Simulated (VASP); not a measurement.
# CaO (Fm-3m) in VASP: a series of runs

CaO is run at these levels: PBEsol; tasks: single point, relaxation of volume and atoms at fixed shape.

Everything below comes from runs of VASP 6.6.1. Logs are shortened: lines on timing, memory, paths and dates and some standing lists are left out, and cuts for length are marked.

**1. The cell of the first run**

Symmetry: Fm-3m, No. 225, cubic system. The conventional cell has a = 4.768 Å, b = 4.768 Å, c = 4.768 Å, α = 90.00°, β = 90.00°, γ = 90.00°. Within 3.1 Å of Ca (site symmetry m-3m) lie 6 O at 2.38 Å. O (site symmetry m-3m) has 6 Ca at 2.38 Å within 3.1 Å.

**2. Single point, PBEsol**

Contents of INCAR:

```
SYSTEM = CaO
PREC = Accurate
ENCUT = 600
EDIFF = 1E-6
ISMEAR = 0
SIGMA = 0.01
LREAL = .False.
LASPH = .True.
NELM = 120
ALGO = Normal
ISIF = 2
LWAVE = .False.
LCHARG = .False.
GGA = PS
NBANDS = 15
GGA_COMPAT = .False.
```

Contents of KPOINTS:

```
Automatic mesh
0
Gamma
  6 6 6
  0 0 0
```

Contents of POSCAR:

```
CaO
1.0
    0.0000000000      2.3837766164      2.3837766164
    2.3837766164      0.0000000000      2.3837766164
    2.3837766164      2.3837766164      0.0000000000
Ca O
1 1
Direct
    0.0000000000      0.0000000000      0.0000000000
    0.5000000000      0.5000000000      0.5000000000
```

Potentials or basis: VASP PAW PBE potentials, release 64 (Ca_sv, O).

Started as:

```
$ cat potpaw_PBE.64/Ca_sv/POTCAR potpaw_PBE.64/O/POTCAR > POTCAR
$ mpirun -np 1 vasp_std > vasp.out
```

OUTCAR:

```text
SYSTEM = CaO
   PREC = Accurate
   ENCUT = 600
   EDIFF = 1E-6
   ISMEAR = 0
   LREAL = .False.
   LASPH = .True.
   NELM = 120
   ISIF = 2
   GGA = PS

 ion  position               nearest neighbor table
   1  0.000  0.000  0.000-   2 2.38   2 2.38   2 2.38   2 2.38   2 2.38   2 2.38
   2  0.500  0.500  0.500-   1 2.38   1 2.38   1 2.38   1 2.38   1 2.38   1 2.38

  LATTYP: Found a face centered cubic cell.
 ALAT       =     4.7675532328

  Lattice vectors:

 A1 = (   0.0000000000,   2.3837766164,   2.3837766164)
 A2 = (   2.3837766164,   0.0000000000,   2.3837766164)
 A3 = (   2.3837766164,   2.3837766164,   0.0000000000)

Analysis of symmetry for initial positions (statically):
=====================================================================
 Subroutine PRICEL returns:
 Original cell was already a primitive cell.

 Routine SETGRP: Setting up the symmetry group for a
 face centered cubic supercell.

 Subroutine GETGRP returns: Found 48 space group operations
 (whereof 48 operations were pure point group operations)
 out of a pool of 48 trial point group operations.

The static configuration has the point symmetry O_h .

Analysis of symmetry for dynamics (positions and initial velocities):
=====================================================================
 Subroutine PRICEL returns:
 Original cell was already a primitive cell.

 Routine SETGRP: Setting up the symmetry group for a
 face centered cubic supercell.

 Subroutine GETGRP returns: Found 48 space group operations
 (whereof 48 operations were pure point group operations)
 out of a pool of 48 trial point group operations.

The dynamic configuration has the point symmetry O_h .

 Subroutine INISYM returns: Found 48 space group operations
 (whereof 48 operations are pure point group operations),
 and found     1 'primitive' translations

----------------------------------------------------------------------------------------

                                     Primitive cell

  volume of cell :      27.0911

  direct lattice vectors                    reciprocal lattice vectors
     0.000000000  2.383776616  2.383776616    -0.209751198  0.209751198  0.209751198
     2.383776616  0.000000000  2.383776616     0.209751198 -0.209751198  0.209751198
     2.383776616  2.383776616  0.000000000     0.209751198  0.209751198 -0.209751198

  length of vectors
     3.371169221  3.371169221  3.371169221     0.363299731  0.363299731  0.363299731

  position of ions in fractional coordinates (direct lattice)
     0.000000000  0.000000000  0.000000000
     0.500000000  0.500000000  0.500000000

  ion indices of the primitive-cell ions
   primitive index   ion index
                 1           1
                 2           2

----------------------------------------------------------------------------------------

 KPOINTS: Automatic mesh

Automatic generation of k-mesh.
 Grid dimensions read from file:
 generate k-points for:    6    6    6

 Generating k-lattice:

  Cartesian coordinates                     Fractional coordinates (reciprocal lattice)
    -0.034958533  0.034958533  0.034958533     0.166666667  0.000000000  0.000000000
     0.034958533 -0.034958533  0.034958533     0.000000000  0.166666667  0.000000000
     0.034958533  0.034958533 -0.034958533     0.000000000  0.000000000  0.166666667

  Length of vectors
     0.060549955  0.060549955  0.060549955

  Shift w.r.t. Gamma in fractional coordinates (k-lattice)
     0.000000000  0.000000000  0.000000000

 Subroutine IBZKPT returns following result:
 ===========================================

 Found     16 irreducible k-points:

 Following reciprocal coordinates:
            Coordinates               Weight
  0.000000  0.000000  0.000000      1.000000
  0.166667  0.000000  0.000000      8.000000
  0.333333  0.000000  0.000000      8.000000
  0.500000  0.000000  0.000000      4.000000
  0.166667  0.166667  0.000000      6.000000
  0.333333  0.166667  0.000000     24.000000
[... 8 lines left out ...]
 -0.333333  0.333333  0.166667     24.000000
 -0.333333  0.500000  0.166667     12.000000
   k-points           NKPTS =     16   k-points in BZ     NKDIM =     16   number of bands    NBANDS=     15
   number of dos      NEDOS =    301   number of ions     NIONS =      2
   total plane-waves  NPLWV =  21952
   dimension x,y,z NGX =    28 NGY =   28 NGZ =   28
   dimension x,y,z NGXF=    56 NGYF=   56 NGZF=   56
   ions per type =               1   1
   NGX,Y,Z   is equivalent  to a cutoff of  13.81, 13.81, 13.81 a.u.
   NGXF,Y,Z  is equivalent  to a cutoff of  27.62, 27.62, 27.62 a.u.
 SYSTEM =  CaO
   PREC   = accura    normal or accurate (medium, high low for compatibility)
   ISTART =      0    job   : 0-new  1-cont  2-samecut
   ICHARG =      2    charge: 1-file 2-atom 10-const
   ISPIN  =      1    spin polarized calculation?
   LNONCOLLINEAR =      F non collinear calculations
   LSORBIT =      F    spin-orbit coupling
   LASPH  =      T    aspherical Exc in radial PAW
   ENCUT  =  600.0 eV  44.10 Ry    6.64 a.u.   6.73  6.73  6.73*2*pi/ulx,y,z
   NELM   =    120;   NELMIN=  2; NELMDL= -5     # of ELM steps
   EDIFF  = 0.1E-05   stopping-criterion for ELM
   LREAL  =      F    real-space projection
   EDIFFG = 0.1E-04   stopping-criterion for IOM
   NSW    =      0    number of steps for IOM
   IBRION =     -1    ionic relax: 0-MD 1-quasi-New 2-CG
   NFREE  =      0    steps in history (QN), initial steepest desc. (CG)
   ISIF   =      2    stress and relaxation
   ISYM   =      2    0-nonsym 1-usesym 2-fastsym
   POTIM  = 0.5000    time-step for ionic-motion
   TEBEG  =    0.0;   TEEND  =   0.0 temperature during run
   PSTRESS=    0.0 pullay stress
   NELECT =      16.0000    total number of electrons
   NUPDOWN=      -1.0000    fix difference up-down
   EMIN   =  10.00;   EMAX   =-10.00  energy-range for DOS
   EFERMI =   0.00;   METHOD = LEGACY
   ISMEAR =     0;   SIGMA  =   0.01  broadening in eV -4-tet -1-fermi 0-gaus
   EFERMI_NEDOS =   21; number of points for ismear=-14 and -15
   IALGO  =     38    algorithm
   IMIX   =      4    mixing-type and parameters
     AMIX     =   0.40;   BMIX     =  1.00
     AMIX_MAG =   1.60;   BMIX_MAG =  1.00
  volume/ion in A,a.u.               =      13.55        91.41
  Fermi-wavevector in a.u.,A,eV,Ry     =   1.373534  2.595602 25.668675  1.886594
  Thomas-Fermi vector in A             =   2.499042
   LORBIT       =      0    0 simple, 1 ext, 2 COOP (PROOUT), +10 PAW based schemes
   GGA     = PS    functional components
   LHFCALC =     F    Hartree Fock is set to
   AEXX    =    0.0000 exact exchange contribution
   IVDW    =     0    specifies the selected vdW correction
   LEPSILON=     F    determine dielectric tensor
   LRPA    =     F    only Hartree local field effects (RPA)
 non-spin polarized calculation
 Gauss-broadening in eV      SIGMA  =   0.01
  energy-cutoff  :      600.00
  volume of cell :       27.09
 maximum number of plane-waves:       934
   NGX = 13   NGY = 13   NGZ = 13

 number of electron      15.9999997 magnetization

 Free energy of the ion-electron system (eV)
  ---------------------------------------------------
  ext. energy  EPLUGINS =         0.00000000
  ---------------------------------------------------
  free energy    TOTEN  =       -13.41305880 eV

  energy without entropy =      -13.41305880  energy(sigma->0) =      -13.41305880

 E-fermi :   2.4422     XC(G=0): -10.8574

 val. band max:        2.3341228404   @ k =   0.0000   0.0000   0.0000
 cond. band min:       5.8558521405   @ k =   0.5000   0.5000   0.0000
 fundamental gap:      3.5217293001
 Fermi energy:         2.4422169781

 k-point     1 :       0.0000    0.0000    0.0000
  band No.  band energies     occupation
      1     -34.9554      2.00000
      2     -15.7778      2.00000
      3     -15.7778      2.00000
      4     -15.7778      2.00000
      5     -13.1580      2.00000
      6       2.3341      2.00000
      7       2.3341      2.00000
      8       2.3341      2.00000
      9       7.0952      0.00000
     10       8.5831      0.00000
     11       8.5831      0.00000
     12       8.5831      0.00000
     13      10.1635      0.00000
     14      10.1635      0.00000
     15      17.3127      0.00000

 k-point     2 :       0.1667    0.0000    0.0000
  band No.  band energies     occupation
      1     -34.9259      2.00000
      2     -16.1854      2.00000
      3     -15.7927      2.00000
      4     -15.7927      2.00000
      5     -12.7342      2.00000
      6       1.4376      2.00000
      7       1.9622      2.00000
      8       1.9622      2.00000
      9       8.2125      0.00000
     10       8.5638      0.00000
     11       9.0652      0.00000
     12       9.0652      0.00000
     13      10.8246      0.00000
     14      10.8246      0.00000
     15      18.2809      0.00000

 k-point     3 :       0.3333    0.0000    0.0000
  band No.  band energies     occupation
      1     -34.8662      2.00000
      2     -16.7965      2.00000
      3     -15.8221      2.00000
      4     -15.8221      2.00000
      5     -12.0856      2.00000
      6       0.1262      2.00000
      7       1.3364      2.00000
      8       1.3364      2.00000
      9       8.8986      0.00000
     10      10.1532      0.00000
     11      10.1785      0.00000
     12      10.1785      0.00000
     13      12.1854      0.00000
     14      12.1854      0.00000
     15      17.7657      0.00000
[... 199 lines left out ...]
 k-point    15 :      -0.3333    0.3333    0.1667
  band No.  band energies     occupation
      1     -34.8087      2.00000
      2     -16.6235      2.00000
      3     -16.1480      2.00000
      4     -15.9968      2.00000
      5     -12.2914      2.00000
      6       0.5467      2.00000
      7       1.2109      2.00000
      8       1.2861      2.00000
      9       8.8929      0.00000
     10       8.9076      0.00000
     11      11.1990      0.00000
     12      11.6239      0.00000
     13      12.6637      0.00000
     14      15.4153      0.00000
     15      16.2661      0.00000

 k-point    16 :      -0.3333    0.5000    0.1667
  band No.  band energies     occupation
      1     -34.7999      2.00000
      2     -16.3523      2.00000
      3     -16.2206      2.00000
      4     -16.1412      2.00000
      5     -12.5675      2.00000
      6       1.1074      2.00000
      7       1.2149      2.00000
      8       1.5072      2.00000
      9       7.3141      0.00000
     10      10.0858      0.00000
     11      10.8579      0.00000
     12      12.0983      0.00000
     13      12.2505      0.00000
     14      15.4280      0.00000
     15      16.1818      0.00000

------------------------ aborting loop because EDIFF is reached ----------------------------------------

  FORCE on cell =-STRESS in cart. coord.  units (eV):
  Direction    XX          YY          ZZ          XY          YZ          ZX
  --------------------------------------------------------------------------------------
  -------------------------------------------------------------------------------------
  Total        0.0835120      0.0835120      0.0835120     -0.0000000      0.0000000      0.0000000
  in kB        4.9389314      4.9389314      4.9389314     -0.0000000      0.0000000      0.0000000
  external PRESSURE =       4.9389314 kB  Pullay stress =       0.0000000 kB

 VOLUME and BASIS-vectors are now :
 -----------------------------------------------------------------------------
  energy-cutoff  :      600.00
  volume of cell :       27.09
      direct lattice vectors                 reciprocal lattice vectors
     0.000000000  2.383776616  2.383776616    -0.209751198  0.209751198  0.209751198
     2.383776616  0.000000000  2.383776616     0.209751198 -0.209751198  0.209751198
     2.383776616  2.383776616  0.000000000     0.209751198  0.209751198 -0.209751198

 POSITION                                       TOTAL-FORCE (eV/Angst)
 -----------------------------------------------------------------------------------
      0.00000      0.00000      0.00000        -0.000000     -0.000000     -0.000000
      2.38378      2.38378      2.38378         0.000000      0.000000      0.000000
 -----------------------------------------------------------------------------------
    total drift:                                0.000000      0.000000      0.000000

  FREE ENERGIE OF THE ION-ELECTRON SYSTEM (eV)
  ---------------------------------------------------
  free  energy   TOTEN  =       -13.4130588017 eV

  energy  without entropy=      -13.4130588017  energy(sigma->0) =      -13.41305880
```

Wall time 7.6 s (1 thread of Intel Xeon Platinum 8375C at 2.90GHz (Ice Lake), shared host); peak memory 0.15 GiB.

What came out:

- Free energy: -13.4131 eV
- Pressure: 0.5 GPa
- Band gap on the k mesh: 3.52 eV (least direct gap 3.89 eV)

Levels at points of the mesh, in eV from the valence-band top:
```csv
k point,band 4,band 5,band 6,band 7,band 8,band 9,band 10,band 11,band 12,band 13
"(0.00, 0.00, 0.00)",-18.11,-15.49,0.00,0.00,0.00,4.76,6.25,6.25,6.25,7.83
"(0.50, 0.00, 0.00)",-18.17,-14.14,-2.75,-1.27,-1.27,7.13,8.51,8.51,8.52,10.68
"(0.50, 0.50, 0.00)",-18.37,-15.25,-1.31,-0.37,-0.37,3.52,8.22,9.06,9.76,9.76
```

Caveat: the PAW data sets were made with another functional, which shifts forces and pressure a little. A k mesh can miss the band edges.

**3. Relaxation of volume and atoms at fixed shape, PBEsol**

This run uses another cell than the first one, of 13.94 Å³/atom.

Contents of INCAR:

```
SYSTEM = CaO
PREC = Accurate ; ENCUT = 600
EDIFF = 1E-7 ; ISMEAR = 0
SIGMA = 0.01 ; LREAL = .False.
LASPH = .True. ; NELM = 120
ALGO = Normal ; ISIF = 8
LWAVE = .False. ; LCHARG = .False.
GGA = PS ; IBRION = 2
NSW = 60 ; EDIFFG = -0.02
GGA_COMPAT = .False. ; NELMIN = 4
```

KPOINTS is that of step 2.

Contents of POSCAR:

```
CaO
1.0
    0.0000000000      2.4065000000      2.4065000000
    2.4065000000      0.0000000000      2.4065000000
    2.4065000000      2.4065000000      0.0000000000
Ca O
1 1
Direct
    0.0000000000      0.0000000000      0.0000000000
    0.5000000000      0.5000000000      0.5000000000
```

Potentials or basis: VASP PAW PBE potentials, release 64 (Ca_sv, O).

Started as:

```
$ cat potpaw_PBE.64/Ca_sv/POTCAR potpaw_PBE.64/O/POTCAR > POTCAR
$ mpirun -np 1 vasp_std > vasp.out
```

Wall time 19 s (1 thread of Intel Xeon Platinum 8375C at 2.90GHz (Ice Lake), shared host); peak memory 0.17 GiB.

Results (log left out):

```
Free energy                           : -13.4145 eV
Relaxed volume                        : 13.61 Å³/atom
Relaxed cell                          : a = 3.376 Å, b = 3.376 Å, c = 3.376 Å, α = 60.00°, β = 60.00°, γ = 60.00°
Space group after relaxing (to 0.1 Å) : Fm-3m (No. 225)
Energy gained by relaxing             : 2.8 meV/atom
Ionic steps                           : 3
Pressure after relaxing               : 0.0 GPa
Band gap on the k mesh                : 3.53 eV (least direct gap 3.90 eV)
```

Step by step:
| step | energy change (eV) | largest force (eV/Å) | pressure (GPa) | volume (Å³) |
| --- | --- | --- | --- | --- |
| 1 | 0.0000 | 0.0000 | -2.62 | 27.87 |
| 2 | -0.0047 | 0.0000 | 1.08 | 26.96 |
| 3 | -0.0055 | 0.0000 | 0.00 | 27.21 |

Final structure:
```cif
data_structure
_symmetry_space_group_name_H-M 'P 1'
_symmetry_Int_Tables_number 1
_cell_length_a 3.3762
_cell_length_b 3.3762
_cell_length_c 3.3762
_cell_angle_alpha 60.000
_cell_angle_beta 60.000
_cell_angle_gamma 60.000
_cell_volume 27.21
loop_
_atom_site_label
_atom_site_type_symbol
_atom_site_fract_x
_atom_site_fract_y
_atom_site_fract_z
_atom_site_occupancy
Ca1 Ca 0.00000 0.00000 0.00000 1
O1 O 0.50000 0.50000 0.50000 1
```

Levels at points of the mesh, in eV from the valence-band top:
| k point | band 4 | band 5 | band 6 | band 7 | band 8 | band 9 | band 10 | band 11 | band 12 |
| --- | --- | --- | --- | --- | --- | --- | --- | --- | --- |
| (0.00, 0.00, 0.00) | -18.13 | -15.48 | 0.00 | 0.00 | 0.00 | 4.73 | 6.24 | 6.24 | 6.24 |
| (0.50, 0.00, 0.00) | -18.19 | -14.16 | -2.74 | -1.26 | -1.26 | 7.11 | 8.48 | 8.48 | 8.48 |
| (0.50, 0.50, 0.00) | -18.38 | -15.24 | -1.31 | -0.37 | -0.37 | 3.53 | 8.19 | 9.04 | 9.73 |

Caveat: the PAW data sets were made with another functional, which shifts forces and pressure a little.
